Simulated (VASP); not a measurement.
# Be3SeO2 (P4/mmm) in VASP: further runs

Be3SeO2 is run at these levels: PBE; tasks: single point, relaxation of cell and atoms.

All numbers are computed with VASP 6.6.1; they aren't measurements. Logs are shortened: lines on timing, memory, paths and dates and some standing lists are left out, and cuts for length are marked.

### 1 The cell of the first run

The structure is tetragonal, space group P4/mmm (No. 123). The conventional cell has a = 2.600 Å, b = 2.600 Å, c = 8.372 Å, α = 90.00°, β = 90.00°, γ = 90.00°. Be (site symmetry 4mm) has 4 O at 2.08 Å and 5 Be at 2.25 to 2.60 Å and 4 Se at 2.67 Å within 2.8 Å. Be (site symmetry 4/mmm) has 8 O at 2.24 Å and 6 Be at 2.25 to 2.60 Å within 3.0 Å. Se (site symmetry 4/mmm) has 4 Se at 2.60 Å and 8 Be at 2.67 Å and 2 O at 2.91 Å within 3.4 Å. O (site symmetry 4mm) has 8 Be at 2.08 to 2.24 Å and 5 O at 2.54 to 2.60 Å within 2.8 Å.

The cell was built from a structure type or drawn by symmetry, and may not be a known phase.

### 2 Single point, PBE

INCAR

```
SYSTEM = Be3SeO2
PREC = Accurate ; ENCUT = 520
EDIFF = 1E-6 ; ISMEAR = 0
SIGMA = 0.1 ; LREAL = .False.
LASPH = .True. ; NELM = 60
ALGO = Normal ; ISIF = 2
LWAVE = .False. ; LCHARG = .False.
GGA = PE ; NBANDS = 21
```

KPOINTS

```
regular mesh
0
Gamma
  6 6 2
  0 0 0
```

POSCAR

```
Be3SeO2
1.0
    2.5997340463      0.0000000000      0.0000000000
    0.0000000000      2.5997340463      0.0000000000
    0.0000000000      0.0000000000      8.3724890287
Be Se O
3 1 2
Direct
    0.0000000000      0.0000000000      0.7685938929
    0.0000000000      0.0000000000      0.2314061071
    0.0000000000      0.0000000000      0.5000000000
    0.5000000000      0.5000000000      0.0000000000
    0.5000000000      0.5000000000      0.3480353300
    0.5000000000      0.5000000000      0.6519646700
```

Potentials or basis: VASP PAW PBE potentials, release 64 (Be, Se, O).

Launch:

```
$ cat potpaw_PBE.64/Be/POTCAR potpaw_PBE.64/Se/POTCAR potpaw_PBE.64/O/POTCAR > POTCAR
$ mpirun -np 1 vasp_std > vasp.out
```

OUTCAR:

```text
SYSTEM = Be3SeO2
   PREC = Accurate
   ENCUT = 520
   EDIFF = 1E-6
   ISMEAR = 0
   LREAL = .False.
   LASPH = .True.
   NELM = 60
   ISIF = 2
   GGA = PE

 ion  position               nearest neighbor table
   1  0.000  0.000  0.769-   6 2.08   6 2.08   6 2.08   6 2.08   3 2.25
   2  0.000  0.000  0.231-   5 2.08   5 2.08   5 2.08   5 2.08   3 2.25
   3  0.000  0.000  0.500-   1 2.25   2 2.25
   4  0.500  0.500  0.000-
   5  0.500  0.500  0.348-   2 2.08   2 2.08   2 2.08   2 2.08
   6  0.500  0.500  0.652-   1 2.08   1 2.08   1 2.08   1 2.08

  LATTYP: Found a simple tetragonal cell.
 ALAT       =     2.5997340463
 C/A-ratio  =     3.2205175143

  Lattice vectors:

 A1 = (   2.5997340463,   0.0000000000,   0.0000000000)
 A2 = (   0.0000000000,   2.5997340463,   0.0000000000)
 A3 = (   0.0000000000,   0.0000000000,   8.3724890287)

Analysis of symmetry for initial positions (statically):
=====================================================================
 Subroutine PRICEL returns:
 Original cell was already a primitive cell.

 Routine SETGRP: Setting up the symmetry group for a
 simple tetragonal supercell.

 Subroutine GETGRP returns: Found 16 space group operations
 (whereof 16 operations were pure point group operations)
 out of a pool of 16 trial point group operations.

The static configuration has the point symmetry D_4h.

Analysis of symmetry for dynamics (positions and initial velocities):
=====================================================================
 Subroutine PRICEL returns:
 Original cell was already a primitive cell.

 Routine SETGRP: Setting up the symmetry group for a
 simple tetragonal supercell.

 Subroutine GETGRP returns: Found 16 space group operations
 (whereof 16 operations were pure point group operations)
 out of a pool of 16 trial point group operations.

The dynamic configuration has the point symmetry D_4h.

 Subroutine INISYM returns: Found 16 space group operations
 (whereof 16 operations are pure point group operations),
 and found     1 'primitive' translations

----------------------------------------------------------------------------------------

                                     Primitive cell

  volume of cell :      56.5864

  direct lattice vectors                    reciprocal lattice vectors
     2.599734046  0.000000000  0.000000000     0.384654731  0.000000000  0.000000000
     0.000000000  2.599734046  0.000000000     0.000000000  0.384654731  0.000000000
[... 92 lines left out ...]
   IBRION =     -1    ionic relax: 0-MD 1-quasi-New 2-CG
   NFREE  =      0    steps in history (QN), initial steepest desc. (CG)
   ISIF   =      2    stress and relaxation
   ISYM   =      2    0-nonsym 1-usesym 2-fastsym
   POTIM  = 0.5000    time-step for ionic-motion
   TEBEG  =    0.0;   TEEND  =   0.0 temperature during run
   PSTRESS=    0.0 pullay stress
   NELECT =      24.0000    total number of electrons
   NUPDOWN=      -1.0000    fix difference up-down
   EMIN   =  10.00;   EMAX   =-10.00  energy-range for DOS
   EFERMI =   0.00;   METHOD = LEGACY
   ISMEAR =     0;   SIGMA  =   0.10  broadening in eV -4-tet -1-fermi 0-gaus
   EFERMI_NEDOS =   21; number of points for ismear=-14 and -15
   IALGO  =     38    algorithm
   IMIX   =      4    mixing-type and parameters
     AMIX     =   0.40;   BMIX     =  1.00
     AMIX_MAG =   1.60;   BMIX_MAG =  1.00
  volume/ion in A,a.u.               =       9.43        63.64
  Fermi-wavevector in a.u.,A,eV,Ry     =   1.230008  2.324377 20.584506  1.512919
  Thomas-Fermi vector in A             =   2.364873
   LORBIT       =      0    0 simple, 1 ext, 2 COOP (PROOUT), +10 PAW based schemes
   GGA     = PE    functional components
   LHFCALC =     F    Hartree Fock is set to
   AEXX    =    0.0000 exact exchange contribution
   IVDW    =     0    specifies the selected vdW correction
   LEPSILON=     F    determine dielectric tensor
   LRPA    =     F    only Hartree local field effects (RPA)
 non-spin polarized calculation
 Gauss-broadening in eV      SIGMA  =   0.10
  energy-cutoff  :      520.00
  volume of cell :       56.59
 maximum number of plane-waves:      1542
 NGX is ok and might be reduce to    20
   NGX =  9   NGY =  9   NGZ = 31

 number of electron      24.0000007 magnetization

 Free energy of the ion-electron system (eV)
  ---------------------------------------------------
  ext. energy  EPLUGINS =         0.00000000
  ---------------------------------------------------
  free energy    TOTEN  =       -26.08590965 eV

  energy without entropy =      -26.08067344  energy(sigma->0) =      -26.08329154

 E-fermi :   8.2428     XC(G=0): -11.1240

 val. band max:        8.1752711217   @ k =   0.0000   0.0000   0.0000
 cond. band min:       8.2458491473   @ k =   0.5000   0.3333   0.0000
 fundamental gap:      0.0705780257
 Fermi energy:         8.2428134908

 k-point     1 :       0.0000    0.0000    0.0000
  band No.  band energies     occupation
      1     -13.6362      2.00000
      2     -13.0011      2.00000
      3      -9.5521      2.00000
      4      -1.1383      2.00000
      5      -0.6722      2.00000
      6       3.5770      2.00000
[... 469 lines left out ...]
     20      12.3255      0.00000
     21      12.6349      0.00000

------------------------ aborting loop because EDIFF is reached ----------------------------------------

  FORCE on cell =-STRESS in cart. coord.  units (eV):
  Direction    XX          YY          ZZ          XY          YZ          ZX
  --------------------------------------------------------------------------------------
  -------------------------------------------------------------------------------------
  Total       -0.0977937     -0.0977937     -0.0404735      0.0000000      0.0000000      0.0000000
  in kB       -2.7689126     -2.7689126     -1.1459572      0.0000000      0.0000000      0.0000000
  external PRESSURE =      -2.2279274 kB  Pullay stress =       0.0000000 kB

 VOLUME and BASIS-vectors are now :
 -----------------------------------------------------------------------------
  energy-cutoff  :      520.00
  volume of cell :       56.59
      direct lattice vectors                 reciprocal lattice vectors
     2.599734046  0.000000000  0.000000000     0.384654731  0.000000000  0.000000000
     0.000000000  2.599734046  0.000000000     0.000000000  0.384654731  0.000000000
     0.000000000  0.000000000  8.372489029     0.000000000  0.000000000  0.119438795

 POSITION                                       TOTAL-FORCE (eV/Angst)
 -----------------------------------------------------------------------------------
      0.00000      0.00000      6.43504         0.000000     -0.000000      0.000163
      0.00000      0.00000      1.93745         0.000000     -0.000000     -0.000163
      0.00000      0.00000      4.18624         0.000000     -0.000000      0.000000
      1.29987      1.29987      0.00000         0.000000     -0.000000      0.000000
      1.29987      1.29987      2.91392         0.000000      0.000000      0.002822
      1.29987      1.29987      5.45857        -0.000000      0.000000     -0.002822
 -----------------------------------------------------------------------------------
    total drift:                                0.000000      0.000000      0.000000

  FREE ENERGIE OF THE ION-ELECTRON SYSTEM (eV)
  ---------------------------------------------------
  free  energy   TOTEN  =       -26.0859096480 eV

  energy  without entropy=      -26.0806734356  energy(sigma->0) =      -26.08329154
```

OSZICAR:

```text
N       E                     dE             d eps       ncg     rms          rms(c)
DAV:   1     0.937326305494E+02    0.93733E+02   -0.11714E+04   840   0.104E+03
DAV:   2    -0.202870343182E+02   -0.11402E+03   -0.10768E+03  1054   0.219E+02
DAV:   3    -0.278394515878E+02   -0.75524E+01   -0.74297E+01  1100   0.573E+01
DAV:   4    -0.279093684867E+02   -0.69917E-01   -0.69824E-01   967   0.593E+00
DAV:   5    -0.279099513799E+02   -0.58289E-03   -0.58270E-03  1099   0.489E-01    0.107E+01
DAV:   6    -0.262469062840E+02    0.16630E+01   -0.64335E+00   913   0.184E+01    0.572E+00
DAV:   7    -0.261057350606E+02    0.14117E+00   -0.60593E-01   968   0.533E+00    0.372E+00
DAV:   8    -0.261183518365E+02   -0.12617E-01   -0.33702E-01  1076   0.393E+00    0.146E+00
DAV:   9    -0.260864987309E+02    0.31853E-01   -0.80231E-02  1053   0.176E+00    0.294E-01
DAV:  10    -0.260860134457E+02    0.48529E-03   -0.82976E-03   929   0.589E-01    0.960E-02
DAV:  11    -0.260859299365E+02    0.83509E-04   -0.40650E-04  1082   0.132E-01    0.298E-02
DAV:  12    -0.260859159582E+02    0.13978E-04   -0.26352E-05  1035   0.336E-02    0.150E-02
DAV:  13    -0.260859104476E+02    0.55106E-05   -0.14637E-05  1072   0.228E-02    0.482E-03
DAV:  14    -0.260859096480E+02    0.79951E-06   -0.45277E-06  1047   0.119E-02
   1 F= -.26085910E+02 E0= -.26083292E+02  d E =-.523621E-02
```

Run time: 33 s. Hardware: 1 thread of Intel Xeon 8259CL, shared host; peak memory 0.17 GiB.

What came out:

| Item | Value |
| --- | --- |
| Free energy | -26.0859 eV |
| Pressure | -0.2 GPa |
| Band gap on the k mesh | zero (bands 12 and 13 overlap by 1.18 eV) |

Forces in eV/Å, atoms in the order of the input:
```
Be   0.000  0.000  0.000
Be   0.000  0.000  0.000
Be   0.000  0.000  0.000
Se   0.000  0.000  0.000
O    0.000  0.000  0.003
O    0.000  0.000 -0.003
```

Levels at points of the mesh, in eV from the Fermi level:
| k point | band 9 | band 10 | band 11 | band 12 | band 13 | band 14 | band 15 | band 16 |
| --- | --- | --- | --- | --- | --- | --- | --- | --- |
| (0.00, 0.00, 0.00) | -4.21 | -4.21 | -1.89 | -0.07 | 1.75 | 2.18 | 2.18 | 6.66 |
| (0.50, 0.00, 0.00) | -3.75 | -3.50 | -2.65 | -1.61 | 1.17 | 1.32 | 4.58 | 4.75 |
| (0.50, 0.50, 0.00) | -6.33 | -5.65 | -4.46 | -0.72 | -0.49 | -0.49 | -0.46 | 1.58 |
| (0.00, 0.00, 0.50) | -4.22 | -4.22 | -0.93 | -0.44 | 1.83 | 2.20 | 2.20 | 6.16 |
| (0.50, 0.00, 0.50) | -3.99 | -3.75 | -3.50 | -1.93 | 2.58 | 2.65 | 3.22 | 3.39 |
| (0.50, 0.50, 0.50) | -6.12 | -5.98 | -3.94 | -0.77 | -0.68 | -0.60 | -0.39 | 0.31 |

Caveat: the k points lie up to 0.40 Å⁻¹ apart, too coarse for converged energies and pressures of a metal.

### 3 Single point, PBE

This run uses another cell than the first one, of 10.84 Å³/atom.

INCAR

```
PREC = Accurate
ENCUT = 520
EDIFF = 1E-6
ISMEAR = 0
SIGMA = 0.1
LREAL = F
LASPH = T
NELM = 80
ALGO = Normal
ISIF = 2
LWAVE = F
LCHARG = F
GGA = PE
NBANDS = 21
```

KPOINTS

```
Automatic mesh
0
Gamma
  6 6 2
```

POSCAR

```
Be3SeO2
1.0
    2.7798543100      0.0000000000      0.0000000000
    0.0000000000      2.7798543100      0.0000000000
    0.0000000000      0.0000000000      8.4163850600
Be Se O
3 1 2
Direct
    0.0000000000      0.0000000000      0.8390681100
    0.0000000000      0.0000000000      0.1609318900
    0.0000000000      0.0000000000      0.5000000000
    0.5000000000      0.5000000000      0.0000000000
    0.5000000000      0.5000000000      0.3248246900
    0.5000000000      0.5000000000      0.6751753100
```

Potentials or basis: VASP PAW PBE potentials, release 64 (Be, Se, O).

Launch:

```
$ cat potpaw_PBE.64/Be/POTCAR potpaw_PBE.64/Se/POTCAR potpaw_PBE.64/O/POTCAR > POTCAR
$ mpirun -np 1 vasp_std > vasp.out
```

OUTCAR:

```text
PREC = Accurate
   ENCUT = 520
   EDIFF = 1E-6
   ISMEAR = 0
   LREAL = F
   LASPH = T
   NELM = 80
   ISIF = 2
   GGA = PE

 ion  position               nearest neighbor table
   1  0.000  0.000  0.839-   4 2.39   4 2.39   4 2.39   4 2.39
   2  0.000  0.000  0.161-   4 2.39   4 2.39   4 2.39   4 2.39
   3  0.000  0.000  0.500-
   4  0.500  0.500  0.000-   1 2.39   2 2.39   1 2.39   2 2.39   1 2.39   2 2.39   1 2.39   2 2.39

   5  0.500  0.500  0.325-
   6  0.500  0.500  0.675-

  LATTYP: Found a simple tetragonal cell.
 ALAT       =     2.7798543100
 C/A-ratio  =     3.0276353080

  Lattice vectors:

 A1 = (   2.7798543100,   0.0000000000,   0.0000000000)
 A2 = (   0.0000000000,   2.7798543100,   0.0000000000)
 A3 = (   0.0000000000,   0.0000000000,   8.4163850600)

Analysis of symmetry for initial positions (statically):
=====================================================================
 Subroutine PRICEL returns:
 Original cell was already a primitive cell.

 Routine SETGRP: Setting up the symmetry group for a
[... 173 lines left out ...]

 val. band max:        5.2918875855   @ k =   0.5000   0.0000   0.0000
 cond. band min:       5.3829397692   @ k =   0.1667   0.0000   0.0000
 fundamental gap:      0.0910521837
 Fermi energy:         5.3684575037

 k-point     1 :       0.0000    0.0000    0.0000
  band No.  band energies     occupation
      1     -12.8673      2.00000
      2     -12.0874      2.00000
      3     -11.7884      2.00000
      4      -2.8038      2.00000
      5      -0.0573      2.00000
      6       3.6729      2.00000
[... 469 lines left out ...]
     20      10.7138      0.00000
     21      12.1096      0.00000

------------------------ aborting loop because EDIFF is reached ----------------------------------------

  FORCE on cell =-STRESS in cart. coord.  units (eV):
  Direction    XX          YY          ZZ          XY          YZ          ZX
  --------------------------------------------------------------------------------------
  -------------------------------------------------------------------------------------
  Total       -1.9411238     -1.9411238     -6.2790973      0.0000000      0.0000000     -0.0000000
  in kB      -47.8183009    -47.8183009   -154.6814115      0.0000000      0.0000000     -0.0000000
  external PRESSURE =     -83.4393378 kB  Pullay stress =       0.0000000 kB

 VOLUME and BASIS-vectors are now :
 -----------------------------------------------------------------------------
  energy-cutoff  :      520.00
  volume of cell :       65.04
      direct lattice vectors                 reciprocal lattice vectors
     2.779854310  0.000000000  0.000000000     0.359731082  0.000000000  0.000000000
     0.000000000  2.779854310  0.000000000     0.000000000  0.359731082  0.000000000
     0.000000000  0.000000000  8.416385060     0.000000000  0.000000000  0.118815857

 POSITION                                       TOTAL-FORCE (eV/Angst)
 -----------------------------------------------------------------------------------
      0.00000      0.00000      7.06192        -0.000000      0.000000     -2.630949
      0.00000      0.00000      1.35446         0.000000      0.000000      2.630949
      0.00000      0.00000      4.20819        -0.000000      0.000000     -0.000000
      1.38993      1.38993      0.00000        -0.000000      0.000000     -0.000000
      1.38993      1.38993      2.73385        -0.000000      0.000000      0.782373
      1.38993      1.38993      5.68254        -0.000000     -0.000000     -0.782373
 -----------------------------------------------------------------------------------
    total drift:                                0.000000     -0.000000      0.000000

  FREE ENERGIE OF THE ION-ELECTRON SYSTEM (eV)
  ---------------------------------------------------
  free  energy   TOTEN  =       -23.6714301793 eV

  energy  without entropy=      -23.6649822180  energy(sigma->0) =      -23.66820620
```

stdout:

```text
POSCAR found type information on POSCAR BeSeO
 POSCAR found :  3 types and       6 ions
 scaLAPACK will be used
 LDA part: xc-table for (Slater+PW92), standard interpolation
 POSCAR, INCAR and KPOINTS ok, starting setup
 FFT: planning ... GRIDC
 FFT: planning ... GRID_SOFT
 FFT: planning ... GRID
 WAVECAR not read
 entering main loop
```

Wall time 36 s (1 thread of Intel Xeon 8259CL, shared host); peak memory 0.19 GiB.

What came out:

```yaml
Free_energy: -23.6714 eV
Pressure: -8.3 GPa
Largest_force: 2.631 eV/Å
Band_gap_on_the_k_mesh: zero (bands 12 and 13 overlap by 1.85 eV)
```

Forces in eV/Å, atoms in the order of the input:
```
Be   0.000  0.000 -2.631
Be   0.000  0.000  2.631
Be   0.000  0.000  0.000
Se   0.000  0.000  0.000
O    0.000  0.000  0.782
O    0.000  0.000 -0.782
```

Levels at points of the mesh, in eV from the Fermi level:
```tsv
k point	band 10	band 11	band 12	band 13	band 14	band 15
(0.00, 0.00, 0.00)	-1.06	-0.54	-0.34	-0.34	2.13	4.01
(0.50, 0.00, 0.00)	-0.64	-0.59	-0.08	2.04	2.36	2.77
(0.50, 0.50, 0.00)	-3.29	-2.62	-2.34	0.32	1.14	1.14
(0.00, 0.00, 0.50)	-1.30	-0.24	-0.24	0.81	1.40	4.14
(0.50, 0.00, 0.50)	-0.71	-0.62	-0.55	2.05	3.35	3.96
(0.50, 0.50, 0.50)	-3.24	-2.62	-1.38	-0.30	0.57	0.57
```

Caveat: the k points lie up to 0.38 Å⁻¹ apart, too coarse for converged energies and pressures of a metal; forces of over 1 eV/Å act on the atoms, so gaps and moduli don't describe the material at rest.

[end of part 1 of 2]
